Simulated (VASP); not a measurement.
# Ge (Ia-3) in VASP: single point with PBEsol

Aim: the single point of Ge with PBEsol.

All numbers are computed with VASP 6.6.1; they aren't measurements. Logs are shortened: lines on timing, memory, paths and dates and some standing lists are left out, and cuts for length are marked.

### Step 1. The cell of the first run

Symmetry: Ia-3, No. 206, cubic system. The conventional cell has a = 7.148 Å, b = 7.148 Å, c = 7.148 Å, α = 90.00°, β = 90.00°, γ = 90.00°. Ge (site symmetry 3) has 4 Ge at 2.53 to 2.57 Å within 3.3 Å.

### Step 2. Single point, PBEsol (strain +0.030 along x and y, +0.030 along z)

The input, INCAR:

```
SYSTEM = Ge
PREC     = Accurate       ! precision mode
ENCUT    = 520            ! plane-wave cutoff, eV
EDIFF    = 1E-6           ! SCF threshold, eV
ISMEAR   = 0              ! smearing method
SIGMA    = 0.15           ! smearing width, eV
LREAL    = .False.        ! projectors in reciprocal space
LASPH    = .True.         ! aspherical terms in the spheres
NELM     = 60             ! most SCF steps
ALGO     = Fast           ! electronic algorithm
ISIF     = 2              ! what is computed and relaxed
LWAVE    = .False.        ! write WAVECAR
LCHARG   = .True.         ! write CHGCAR
GGA      = PS             ! functional
LELF     = .True.         ! ELF
LVHAR    = .True.       
NBANDS   = 66             ! bands
```

The input, KPOINTS:

```
regular mesh
0
Gamma
  8 8 8
  0 0 0
```

The input, POSCAR:

```
Ge
1.0
   -3.5737529906      3.5737529906      3.5737529906
    3.5737529906     -3.5737529906      3.5737529906
    3.5737529906      3.5737529906     -3.5737529906
Ge
8
Direct
    0.5000000000      0.0000000000      0.7958385091
    0.7958385091      0.5000000000      0.0000000000
    0.0000000000      0.7958385091      0.5000000000
    0.7041614909      0.7041614909      0.7041614909
    0.5000000000      0.0000000000      0.2041614909
    0.2041614909      0.5000000000      0.0000000000
    0.0000000000      0.2041614909      0.5000000000
    0.2958385091      0.2958385091      0.2958385091
```

Potentials or basis: VASP PAW PBE potentials, release 64 (Ge_d).

Launch:

```sh
$ cat potpaw_PBE.64/Ge_d/POTCAR > POTCAR
$ mpirun -np 1 vasp_std > vasp.out
```

OUTCAR:

```text
SYSTEM = Ge
   PREC = Accurate
   ENCUT = 520
   EDIFF = 1E-6
   ISMEAR = 0
   LREAL = .False.
   LASPH = .True.
   NELM = 60
   ISIF = 2
   GGA = PS

 ion  position               nearest neighbor table
   1  0.500  0.000  0.796-   5 2.53   4 2.57   2 2.57   3 2.57
   2  0.796  0.500  0.000-   6 2.53   4 2.57   3 2.57   1 2.57
   3  0.000  0.796  0.500-   7 2.53   4 2.57   1 2.57   2 2.57
   4  0.704  0.704  0.704-   8 2.53   2 2.57   3 2.57   1 2.57
   5  0.500  0.000  0.204-   1 2.53   7 2.57   8 2.57   6 2.57
   6  0.204  0.500  0.000-   2 2.53   5 2.57   8 2.57   7 2.57
   7  0.000  0.204  0.500-   3 2.53   6 2.57   8 2.57   5 2.57
   8  0.296  0.296  0.296-   4 2.53   5 2.57   6 2.57   7 2.57

  LATTYP: Found a body centered cubic cell.
 ALAT       =     7.1475059812

  Lattice vectors:

 A1 = (  -3.5737529906,   3.5737529906,   3.5737529906)
 A2 = (   3.5737529906,  -3.5737529906,   3.5737529906)
 A3 = (   3.5737529906,   3.5737529906,  -3.5737529906)

Analysis of symmetry for initial positions (statically):
=====================================================================
 Subroutine PRICEL returns:
 Original cell was already a primitive cell.

 Routine SETGRP: Setting up the symmetry group for a
 body centered cubic supercell.

 Subroutine GETGRP returns: Found 24 space group operations
 (whereof  6 operations were pure point group operations)
 out of a pool of 48 trial point group operations.

The static configuration has the point symmetry S_6 .
 The point group associated with its full space group is T_h .

Analysis of symmetry for dynamics (positions and initial velocities):
=====================================================================
 Subroutine PRICEL returns:
 Original cell was already a primitive cell.

 Routine SETGRP: Setting up the symmetry group for a
 body centered cubic supercell.

 Subroutine GETGRP returns: Found 24 space group operations
 (whereof  6 operations were pure point group operations)
 out of a pool of 48 trial point group operations.

The dynamic configuration has the point symmetry S_6 .
 The point group associated with its full space group is T_h .

 Subroutine INISYM returns: Found 24 space group operations
 (whereof  6 operations are pure point group operations),
 and found     1 'primitive' translations

----------------------------------------------------------------------------------------

                                     Primitive cell

  volume of cell :     182.5718

  direct lattice vectors                    reciprocal lattice vectors
    -3.573752991  3.573752991  3.573752991     0.000000000  0.139908942  0.139908942
     3.573752991 -3.573752991  3.573752991     0.139908942  0.000000000  0.139908942
     3.573752991  3.573752991 -3.573752991     0.139908942  0.139908942  0.000000000

  length of vectors
     6.189921753  6.189921753  6.189921753     0.197861123  0.197861123  0.197861123

  position of ions in fractional coordinates (direct lattice)
     0.500000000  0.000000000  0.795838509
     0.795838509  0.500000000  0.000000000
     0.000000000  0.795838509  0.500000000
     0.704161491  0.704161491  0.704161491
     0.500000000  0.000000000  0.204161491
     0.204161491  0.500000000  0.000000000
     0.000000000  0.204161491  0.500000000
     0.295838509  0.295838509  0.295838509

  ion indices of the primitive-cell ions
   primitive index   ion index
                 1           1
                 2           2
                 3           3
                 4           4
                 5           5
                 6           6
                 7           7
                 8           8

----------------------------------------------------------------------------------------

 KPOINTS: regular mesh

Automatic generation of k-mesh.
 Grid dimensions read from file:
 generate k-points for:    8    8    8

 Generating k-lattice:

  Cartesian coordinates                     Fractional coordinates (reciprocal lattice)
     0.000000000  0.017488618  0.017488618     0.125000000  0.000000000  0.000000000
     0.017488618  0.000000000  0.017488618     0.000000000  0.125000000  0.000000000
     0.017488618  0.017488618  0.000000000     0.000000000  0.000000000  0.125000000

  Length of vectors
     0.024732640  0.024732640  0.024732640

  Shift w.r.t. Gamma in fractional coordinates (k-lattice)
     0.000000000  0.000000000  0.000000000

 Subroutine IBZKPT returns following result:
 ===========================================

 Found     35 irreducible k-points:

 Following reciprocal coordinates:
            Coordinates               Weight
  0.000000  0.000000  0.000000      1.000000
  0.125000  0.000000  0.000000     12.000000
  0.250000  0.000000  0.000000     12.000000
  0.375000  0.000000  0.000000     12.000000
  0.500000  0.000000  0.000000      6.000000
  0.125000  0.125000  0.000000     24.000000
[... 16 lines left out ...]
  0.500000  0.500000  0.125000     12.000000
 -0.375000  0.500000  0.125000     24.000000
 [... further k-points ...]
   k-points           NKPTS =     35   k-points in BZ     NKDIM =     35   number of bands    NBANDS=     66
   number of dos      NEDOS =    301   number of ions     NIONS =      8
   total plane-waves  NPLWV = 110592
   dimension x,y,z NGX =    48 NGY =   48 NGZ =   48
   dimension x,y,z NGXF=    96 NGYF=   96 NGZF=   96
   ions per type =               8
   NGX,Y,Z   is equivalent  to a cutoff of  12.89, 12.89, 12.89 a.u.
   NGXF,Y,Z  is equivalent  to a cutoff of  25.78, 25.78, 25.78 a.u.
 SYSTEM =  Ge
   PREC   = accura    normal or accurate (medium, high low for compatibility)
   ISTART =      0    job   : 0-new  1-cont  2-samecut
   ICHARG =      2    charge: 1-file 2-atom 10-const
   ISPIN  =      1    spin polarized calculation?
   LNONCOLLINEAR =      F non collinear calculations
   LSORBIT =      F    spin-orbit coupling
   LASPH  =      T    aspherical Exc in radial PAW
   ENCUT  =  520.0 eV  38.22 Ry    6.18 a.u.  11.51 11.51 11.51*2*pi/ulx,y,z
   NELM   =     60;   NELMIN=  2; NELMDL= -5     # of ELM steps
   EDIFF  = 0.1E-05   stopping-criterion for ELM
   LREAL  =      F    real-space projection
   EDIFFG = 0.1E-04   stopping-criterion for IOM
   NSW    =      0    number of steps for IOM
   IBRION =     -1    ionic relax: 0-MD 1-quasi-New 2-CG
   NFREE  =      0    steps in history (QN), initial steepest desc. (CG)
   ISIF   =      2    stress and relaxation
   ISYM   =      2    0-nonsym 1-usesym 2-fastsym
   POTIM  = 0.5000    time-step for ionic-motion
   TEBEG  =    0.0;   TEEND  =   0.0 temperature during run
   PSTRESS=    0.0 pullay stress
   NELECT =     112.0000    total number of electrons
   NUPDOWN=      -1.0000    fix difference up-down
   EMIN   =  10.00;   EMAX   =-10.00  energy-range for DOS
   EFERMI =   0.00;   METHOD = LEGACY
   ISMEAR =     0;   SIGMA  =   0.15  broadening in eV -4-tet -1-fermi 0-gaus
   EFERMI_NEDOS =   21; number of points for ismear=-14 and -15
   IALGO  =     68    algorithm
   IMIX   =      4    mixing-type and parameters
     AMIX     =   0.40;   BMIX     =  1.00
     AMIX_MAG =   1.60;   BMIX_MAG =  1.00
  volume/ion in A,a.u.               =      22.82       154.01
  Fermi-wavevector in a.u.,A,eV,Ry     =   1.391029  2.628664 26.326767  1.934963
  Thomas-Fermi vector in A             =   2.514908
   LORBIT       =      0    0 simple, 1 ext, 2 COOP (PROOUT), +10 PAW based schemes
   GGA     = PS    functional components
   LHFCALC =     F    Hartree Fock is set to
   AEXX    =    0.0000 exact exchange contribution
   IVDW    =     0    specifies the selected vdW correction
   LEPSILON=     F    determine dielectric tensor
   LRPA    =     F    only Hartree local field effects (RPA)
 non-spin polarized calculation
 RMM-DIIS sequential band-by-band and
 Gauss-broadening in eV      SIGMA  =   0.15
  energy-cutoff  :      520.00
  volume of cell :      182.57
 maximum number of plane-waves:      4945
 NGX is ok and might be reduce to    48
   NGX = 23   NGY = 23   NGZ = 23

 number of electron     111.9999996 magnetization

 Free energy of the ion-electron system (eV)
  ---------------------------------------------------
  ext. energy  EPLUGINS =         0.00000000
  ---------------------------------------------------
  free energy    TOTEN  =       -38.30649021 eV

  energy without entropy =      -38.28967728  energy(sigma->0) =      -38.29808375

 E-fermi :   4.6022     XC(G=0): -10.2664

 val. band max:        4.5104841386   @ k =  -0.3750   0.5000   0.2500
 cond. band min:       4.6216831122   @ k =  -0.3750   0.3750   0.3750
 fundamental gap:      0.1111989736
 Fermi energy:         4.6021792194

 k-point     1 :       0.0000    0.0000    0.0000
  band No.  band energies     occupation
      1     -20.0269      2.00000
      2     -20.0212      2.00000
      3     -20.0212      2.00000
      4     -20.0212      2.00000
      5     -20.0136      2.00000
      6     -20.0136      2.00000
[... 58 lines left out ...]
     65       9.1445      0.00000
     66      11.2156      0.00000

 k-point     2 :       0.1250    0.0000    0.0000
  band No.  band energies     occupation
      1     -20.0272      2.00000
      2     -20.0241      2.00000
      3     -20.0214      2.00000
      4     -20.0201      2.00000
      5     -20.0109      2.00000
      6     -20.0108      2.00000
[... 58 lines left out ...]
     65       9.4440      0.00000
     66      10.3734      0.00000

 k-point     3 :       0.2500    0.0000    0.0000
  band No.  band energies     occupation
      1     -20.0280      2.00000
      2     -20.0273      2.00000
      3     -20.0203      2.00000
      4     -20.0178      2.00000
      5     -20.0097      2.00000
      6     -20.0070      2.00000
[... 1438 lines left out ...]
     65       8.9397      0.00000
     66       8.9933      0.00000

 k-point    24 :      -0.3750    0.5000    0.1250
  band No.  band energies     occupation
      1     -20.0301      2.00000
      2     -20.0290      2.00000
      3     -20.0256      2.00000
      4     -20.0038      2.00000
      5     -20.0011      2.00000
      6     -19.9969      2.00000
[... 58 lines left out ...]
     65       9.0499      0.00000
     66       9.3434      0.00000

 [... further k-points ...]

------------------------ aborting loop because EDIFF is reached ----------------------------------------

  FORCE on cell =-STRESS in cart. coord.  units (eV):
  Direction    XX          YY          ZZ          XY          YZ          ZX
  --------------------------------------------------------------------------------------
  -------------------------------------------------------------------------------------
  Total       -5.9309868     -5.9309868     -5.9309868     -0.0000000      0.0000000      0.0000000
  in kB      -52.0479891    -52.0479891    -52.0479891     -0.0000000      0.0000000      0.0000000
  external PRESSURE =     -52.0479891 kB  Pullay stress =       0.0000000 kB

 VOLUME and BASIS-vectors are now :
 -----------------------------------------------------------------------------
  energy-cutoff  :      520.00
  volume of cell :      182.57
      direct lattice vectors                 reciprocal lattice vectors
    -3.573752991  3.573752991  3.573752991     0.000000000  0.139908942  0.139908942
     3.573752991 -3.573752991  3.573752991     0.139908942  0.000000000  0.139908942
     3.573752991  3.573752991 -3.573752991     0.139908942  0.139908942  0.000000000

 POSITION                                       TOTAL-FORCE (eV/Angst)
 -----------------------------------------------------------------------------------
      1.05725      4.63101     -1.05725         0.129166      0.129166     -0.129166
     -1.05725      1.05725      4.63101        -0.129166      0.129166      0.129166
      4.63101     -1.05725      1.05725         0.129166     -0.129166      0.129166
      2.51650      2.51650      2.51650        -0.129166     -0.129166     -0.129166
     -1.05725      2.51650      1.05725        -0.129166     -0.129166      0.129166
      1.05725     -1.05725      2.51650         0.129166     -0.129166     -0.129166
      2.51650      1.05725     -1.05725        -0.129166      0.129166     -0.129166
      1.05725      1.05725      1.05725         0.129166      0.129166      0.129166
 -----------------------------------------------------------------------------------
    total drift:                                0.000000      0.000000      0.000000

  FREE ENERGIE OF THE ION-ELECTRON SYSTEM (eV)
  ---------------------------------------------------
  free  energy   TOTEN  =       -38.3064902092 eV

  energy  without entropy=      -38.2896772809  energy(sigma->0) =      -38.29808375
```

Wall time 13 min (1 thread of Oxide Virtual Turin-like, shared host); peak memory 0.43 GiB.

What came out:

```yaml
Free_energy: -38.3065 eV
Pressure: -5.2 GPa
Largest_force: 0.224 eV/Å
Band_gap_on_the_k_mesh: zero (bands 56 and 57 overlap by 0.76 eV)
```

Forces on the atoms (eV/Å):
```
Ge   0.129  0.129 -0.129
Ge  -0.129  0.129  0.129
Ge   0.129 -0.129  0.129
Ge  -0.129 -0.129 -0.129
Ge  -0.129 -0.129  0.129
Ge   0.129 -0.129 -0.129
Ge  -0.129  0.129 -0.129
Ge   0.129  0.129  0.129
```

Caveat: the cell differs from its parent crystal (strain +0.030 along x and y, +0.030 along z); the cell stands under tension; semilocal functionals underestimate gaps, and a narrow one can read as zero; the PAW data sets were made with another functional, which shifts forces and pressure a little.

The gap in the log of VASP goes by the Fermi energy; the results here count the filled bands.